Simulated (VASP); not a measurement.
A run of VASP 6.6.1:

Contents of POSCAR:

```
MgO
1.0
    0.1092729437      2.1581406381      2.1581406381
    2.1581406381      0.1092729437      2.1581406381
    2.1581406381      2.1581406381      0.1092729437
Mg O
1 1
Direct
    0.0000000000      0.0000000000      0.0000000000
    0.5000000000      0.5000000000      0.5000000000
```

INCAR.step1

```
SYSTEM = MgO
PREC     = Accurate       ! precision mode
ENCUT    = 520            ! plane-wave cutoff, eV
ISMEAR   = 0              ! smearing method
SIGMA    = 0.05           ! smearing width, eV
LREAL    = .FALSE.        ! projectors in reciprocal space
LASPH    = .TRUE.         ! aspherical terms in the spheres
NELM     = 60             ! most SCF steps
NBANDS   = 11             ! bands
GGA      = PE             ! functional
ALGO     = Normal         ! electronic algorithm
EDIFF    = 1E-4           ! SCF threshold, eV
LWAVE    = .TRUE.         ! write WAVECAR
LCHARG   = .FALSE.        ! write CHGCAR
```

Contents of INCAR.step2:

```
SYSTEM = MgO
PREC     = Accurate       ! precision mode
ENCUT    = 520            ! plane-wave cutoff, eV
EDIFF    = 1E-6           ! SCF threshold, eV
ISMEAR   = 0              ! smearing method
SIGMA    = 0.05           ! smearing width, eV
LREAL    = .FALSE.        ! projectors in reciprocal space
LASPH    = .TRUE.         ! aspherical terms in the spheres
NELM     = 60             ! most SCF steps
ALGO     = Normal         ! electronic algorithm
ISIF     = 2              ! what is computed and relaxed
LWAVE    = .FALSE.        ! write WAVECAR
LCHARG   = .TRUE.         ! write CHGCAR
METAGGA  = R2SCAN         ! meta-GGA
LMIXTAU  = .TRUE.       
LELF     = .TRUE.         ! ELF
LVHAR    = .TRUE.       
NBANDS   = 11             ! bands
ISTART   = 1
```

Contents of KPOINTS:

```
Automatic mesh
0
G
  10 10 10
  0 0 0
```

Potentials or basis: VASP PAW PBE potentials, release 64 (Mg, O).

Run with:

```sh
$ cat potpaw_PBE.64/Mg/POTCAR potpaw_PBE.64/O/POTCAR > POTCAR
$ cp INCAR.step1 INCAR
$ mpirun -np 1 vasp_std > vasp.out
$ cp INCAR.step2 INCAR
$ mpirun -np 1 vasp_std > vasp.out
```

Hardware: 1 thread of Intel(R) Xeon(R) Platinum 8559C (Emerald Rapids), with other jobs on the host.

Problem. How long does it take, and how much memory?

Solution. Wall time 51 s on 1 thread of Intel(R) Xeon(R) Platinum 8559C (Emerald Rapids), on a shared host, peak memory 0.16 GiB. Counts: k points 116.
